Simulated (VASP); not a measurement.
# ScAl2N3 (P6/mmm) in VASP: a series of runs

Runs on ScAl2N3. Level: PBE. Tasks: relaxation of cell and atoms.

All numbers are computed with VASP 6.6.1; they aren't measurements. Logs are shortened: lines on timing, memory, paths and dates and some standing lists are left out, and cuts for length are marked.

**1. The cell of the first run**

The structure is hexagonal, space group P6/mmm (No. 191). The conventional cell has a = 4.593 Å, b = 4.593 Å, c = 5.263 Å, α = 90.00°, β = 90.00°, γ = 120.00°. Sc (site symmetry 6/mmm) has 2 N at 2.63 Å and 6 Al at 2.65 Å within 3.5 Å. Within 3.5 Å of Al (site symmetry -6m2) lie 2 N at 2.63 Å and 3 Al at 2.65 Å and 3 Sc at 2.65 Å. N (site symmetry -6m2) has 2 Al at 2.63 Å and 6 N at 2.65 Å within 3.5 Å. N (site symmetry 6/mmm) has 2 Sc at 2.63 Å and 6 N at 2.65 Å within 3.5 Å.

The cell was built from a structure type or drawn by symmetry, and may not be a known phase.

**2. Relaxation of cell and atoms, PBE**

INCAR

```
SYSTEM = ScAl2N3
PREC = Accurate
ENCUT = 600
EDIFF = 1E-6
ISMEAR = 0
SIGMA = 0.1
LREAL = .FALSE.
LASPH = .TRUE.
NELM = 80
ALGO = Normal
ISIF = 3
LWAVE = .FALSE.
LCHARG = .FALSE.
GGA = PE
IBRION = 2
NSW = 90
EDIFFG = -0.04
```

KPOINTS

```
regular mesh
0
G
  6 6 4
  0 0 0
```

POSCAR

```
ScAl2N3
1.0
    4.5932962900      0.0000000000      0.0000000000
   -2.2966481500      3.9779112800      0.0000000000
    0.0000000000      0.0000000000      5.2631968500
Sc Al N
1 2 3
Direct
    0.0000000000      0.0000000000      0.0000000000
    0.3333333300      0.6666666700      0.0000000000
    0.6666666700      0.3333333300      0.0000000000
    0.3333333300      0.6666666700      0.5000000000
    0.6666666700      0.3333333300      0.5000000000
    0.0000000000      0.0000000000      0.5000000000
```

Potentials or basis: VASP PAW PBE potentials, release 64 (Sc_sv, Al, N).

On the command line:

```bash
cat potpaw_PBE.64/Sc_sv/POTCAR potpaw_PBE.64/Al/POTCAR potpaw_PBE.64/N/POTCAR > POTCAR
mpirun -np 1 vasp_std > vasp.out
```

OUTCAR:

```text
SYSTEM = ScAl2N3
   PREC = Accurate
   ENCUT = 600
   EDIFF = 1E-6
   ISMEAR = 0
   LREAL = .FALSE.
   LASPH = .TRUE.
   NELM = 80
   ISIF = 3
   GGA = PE
   IBRION = 2
   NSW = 90
   EDIFFG = -0.04

 ion  position               nearest neighbor table
   1  0.000  0.000  0.000-   2 2.65   3 2.65   3 2.65   2 2.65   3 2.65   2 2.65
   2  0.333  0.667  0.000-   3 2.65   1 2.65   3 2.65   1 2.65   1 2.65   3 2.65
   3  0.667  0.333  0.000-   2 2.65   1 2.65   2 2.65   1 2.65   1 2.65   2 2.65
   4  0.333  0.667  0.500-
   5  0.667  0.333  0.500-
   6  0.000  0.000  0.500-

  LATTYP: Found a hexagonal cell.
 ALAT       =     4.5932962900
 C/A-ratio  =     1.1458430978

  Lattice vectors:

 A1 = (   4.5932962900,   0.0000000000,   0.0000000000)
 A2 = (  -2.2966481500,   3.9779112800,   0.0000000000)
 A3 = (   0.0000000000,   0.0000000000,   5.2631968500)

Analysis of symmetry for initial positions (statically):
=====================================================================
 Subroutine PRICEL returns:
 Original cell was already a primitive cell.

 Routine SETGRP: Setting up the symmetry group for a
 hexagonal supercell.

 Subroutine GETGRP returns: Found 24 space group operations
 (whereof 24 operations were pure point group operations)
 out of a pool of 24 trial point group operations.

The static configuration has the point symmetry D_6h.

Analysis of symmetry for dynamics (positions and initial velocities):
=====================================================================
 Subroutine PRICEL returns:
 Original cell was already a primitive cell.

 Routine SETGRP: Setting up the symmetry group for a
 hexagonal supercell.

 Subroutine GETGRP returns: Found 24 space group operations
 (whereof 24 operations were pure point group operations)
 out of a pool of 24 trial point group operations.

The dynamic configuration has the point symmetry D_6h.

 Subroutine INISYM returns: Found 24 space group operations
 (whereof 24 operations are pure point group operations),
 and found     1 'primitive' translations

----------------------------------------------------------------------------------------

                                     Primitive cell

  volume of cell :      96.1677

  direct lattice vectors                    reciprocal lattice vectors
[... 81 lines left out ...]
 SYSTEM =  ScAl2N3
   PREC   = accura    normal or accurate (medium, high low for compatibility)
   ISTART =      0    job   : 0-new  1-cont  2-samecut
   ICHARG =      2    charge: 1-file 2-atom 10-const
   ISPIN  =      1    spin polarized calculation?
   LNONCOLLINEAR =      F non collinear calculations
   LSORBIT =      F    spin-orbit coupling
   LASPH  =      T    aspherical Exc in radial PAW
   ENCUT  =  600.0 eV  44.10 Ry    6.64 a.u.   9.17  9.17 10.51*2*pi/ulx,y,z
   NELM   =     80;   NELMIN=  2; NELMDL= -5     # of ELM steps
   EDIFF  = 0.1E-05   stopping-criterion for ELM
   LREAL  =      F    real-space projection
   EDIFFG = -.4E-01   stopping-criterion for IOM
   NSW    =     90    number of steps for IOM
   IBRION =      2    ionic relax: 0-MD 1-quasi-New 2-CG
   NFREE  =      1    steps in history (QN), initial steepest desc. (CG)
   ISIF   =      3    stress and relaxation
   ISYM   =      2    0-nonsym 1-usesym 2-fastsym
   POTIM  = 0.5000    time-step for ionic-motion
   TEBEG  =    0.0;   TEEND  =   0.0 temperature during run
   PSTRESS=    0.0 pullay stress
   NELECT =      32.0000    total number of electrons
   NUPDOWN=      -1.0000    fix difference up-down
   EMIN   =  10.00;   EMAX   =-10.00  energy-range for DOS
   EFERMI =   0.00;   METHOD = LEGACY
   ISMEAR =     0;   SIGMA  =   0.10  broadening in eV -4-tet -1-fermi 0-gaus
   EFERMI_NEDOS =   21; number of points for ismear=-14 and -15
   IALGO  =     38    algorithm
   IMIX   =      4    mixing-type and parameters
     AMIX     =   0.40;   BMIX     =  1.00
     AMIX_MAG =   1.60;   BMIX_MAG =  1.00
  volume/ion in A,a.u.               =      16.03       108.16
  Fermi-wavevector in a.u.,A,eV,Ry     =   1.134441  2.143782 17.510093  1.286956
  Thomas-Fermi vector in A             =   2.271145
   LORBIT       =      0    0 simple, 1 ext, 2 COOP (PROOUT), +10 PAW based schemes
   GGA     = PE    functional components
   LHFCALC =     F    Hartree Fock is set to
   AEXX    =    0.0000 exact exchange contribution
   IVDW    =     0    specifies the selected vdW correction
   LEPSILON=     F    determine dielectric tensor
   LRPA    =     F    only Hartree local field effects (RPA)
 conjugate gradient relaxation of ions
 non-spin polarized calculation
 Gauss-broadening in eV      SIGMA  =   0.10
  energy-cutoff  :      600.00
  volume of cell :       96.17
 maximum number of plane-waves:      3230
 NGX is ok and might be reduce to    40
   NGX = 19   NGY = 19   NGZ = 21

--------------------------------------- Ionic step        1  -------------------------------------------

 number of electron      32.0000003 magnetization

 Free energy of the ion-electron system (eV)
  ---------------------------------------------------
  ext. energy  EPLUGINS =         0.00000000
  ---------------------------------------------------
  free energy    TOTEN  =       -26.29677155 eV

  energy without entropy =      -26.27394458  energy(sigma->0) =      -26.28535807

------------------------ aborting loop because EDIFF is reached ----------------------------------------

  FORCE on cell =-STRESS in cart. coord.  units (eV):
  Direction    XX          YY          ZZ          XY          YZ          ZX
  --------------------------------------------------------------------------------------
  -------------------------------------------------------------------------------------
  Total        3.3074438      3.3074438    -22.2923171     -0.0000000     -0.0000000      0.0000000
  in kB       55.1028282     55.1028284   -371.3954916     -0.0000001     -0.0000000      0.0000000
  external PRESSURE =     -87.0632783 kB  Pullay stress =       0.0000000 kB
[... 1084 lines left out ...]
     19       4.2052      0.00000
     20       5.4379      0.00000

[... ionic steps 4 to 11 ...]

--------------------------------------- Ionic step       12  -------------------------------------------

 number of electron      32.0000006 magnetization

------------------------ aborting loop because EDIFF is reached ----------------------------------------
[... 75 lines left out ...]
--------------------------------------- Ionic step       14  -------------------------------------------

 number of electron      32.0000008 magnetization

 Free energy of the ion-electron system (eV)
  ---------------------------------------------------
  ext. energy  EPLUGINS =         0.00000000
  ---------------------------------------------------
  free energy    TOTEN  =       -34.50059205 eV

  energy without entropy =      -34.48995342  energy(sigma->0) =      -34.49527273

 E-fermi :   2.1305     XC(G=0):  -8.5502

 val. band max:        2.0954075642   @ k =   0.1667   0.1667   0.0000
 cond. band min:       2.1743167829   @ k =   0.1667   0.0000   0.2500
 fundamental gap:      0.0789092187
 Fermi energy:         2.1305045279
[... 514 lines left out ...]
  FREE ENERGIE OF THE ION-ELECTRON SYSTEM (eV)
  ---------------------------------------------------
  free  energy   TOTEN  =       -34.5005920480 eV

  energy  without entropy=      -34.4899534178  energy(sigma->0) =      -34.49527273

 reached required accuracy - stopping structural energy minimisation
```

OSZICAR:

```text
N       E                     dE             d eps       ncg     rms          rms(c)
DAV:   1     0.292807839577E+03    0.29281E+03   -0.14644E+04   840   0.165E+03
DAV:   2     0.183611428114E+02   -0.27445E+03   -0.26833E+03   856   0.439E+02
DAV:   3    -0.243314301834E+02   -0.42693E+02   -0.39715E+02  1344   0.137E+02
DAV:   4    -0.280668672590E+02   -0.37354E+01   -0.33938E+01  1276   0.409E+01
[... 168 lines left out ...]
DAV:   3    -0.345007065068E+02    0.76495E-03   -0.50761E-03  1328   0.786E-01    0.816E-02
DAV:   4    -0.345006077730E+02    0.98734E-04   -0.47273E-04  1136   0.187E-01    0.566E-02
DAV:   5    -0.345005927447E+02    0.15028E-04   -0.10091E-04  1160   0.687E-02    0.228E-02
DAV:   6    -0.345005921794E+02    0.56533E-06   -0.26228E-05  1204   0.323E-02    0.547E-03
DAV:   7    -0.345005920480E+02    0.13133E-06   -0.26646E-06   652   0.136E-02
  14 F= -.34500592E+02 E0= -.34495273E+02  d E =-.734639E-03
```

Run time: 17 min. Hardware: 1 thread of Intel Xeon 8259CL, shared host; peak memory 0.3 GiB.

Results:

| Item | Value |
| --- | --- |
| Free energy | -34.5006 eV |
| Relaxed volume | 19.37 Å³/atom |
| Relaxed cell | a = 6.158 Å, b = 6.158 Å, c = 3.539 Å, α = 90.00°, β = 90.00°, γ = 120.00° |
| Space group after relaxing (to 0.1 Å) | P6/mmm (No. 191) |
| Energy gained by relaxing | 1367.3 meV/atom |
| Ionic steps | 14 |
| Pressure after relaxing | 0.0 GPa |
| Band gap on the k mesh | zero (bands 16 and 17 overlap by 0.85 eV) |

Step by step:
```csv
step,energy change (eV),largest force (eV/Å),pressure (GPa),volume (Å³)
1,0.0000,0.0000,-8.71,96.17
2,-3.9683,0.0000,-2.84,83.18
3,-4.8413,0.0000,8.47,77.78
4,-1.9071,0.0000,76.44,66.19
5,-4.9463,0.0000,11.80,76.51
6,-5.0378,0.0000,22.78,73.23
7,-5.9798,0.0000,34.40,83.66
8,-6.1983,0.0000,29.31,81.32
9,-7.7347,0.0000,8.32,97.12
10,-8.0609,0.0000,-0.87,108.75
11,-8.0658,0.0000,-2.15,110.77
12,-8.1968,0.0000,-0.83,115.66
13,-8.2031,0.0000,-0.43,116.92
14,-8.2038,0.0000,0.00,116.24
```

Final structure:
```xyz
6
Lattice="6.1581 0.0000 0.0000 -3.0790 5.3330 0.0000 0.0000 0.0000 3.5394" Properties=species:S:1:pos:R:3 pbc="T T T"
Sc    0.0000    0.0000    0.0000
Al    0.0000    3.5554    0.0000
Al    3.0790    1.7777    0.0000
N     0.0000    3.5554    1.7697
N     3.0790    1.7777    1.7697
N     0.0000    0.0000    1.7697
```

Caveat: the volume moved by over 15 % at a fixed basis, so the end points are rough.

(Continued in part 2 of 2.)
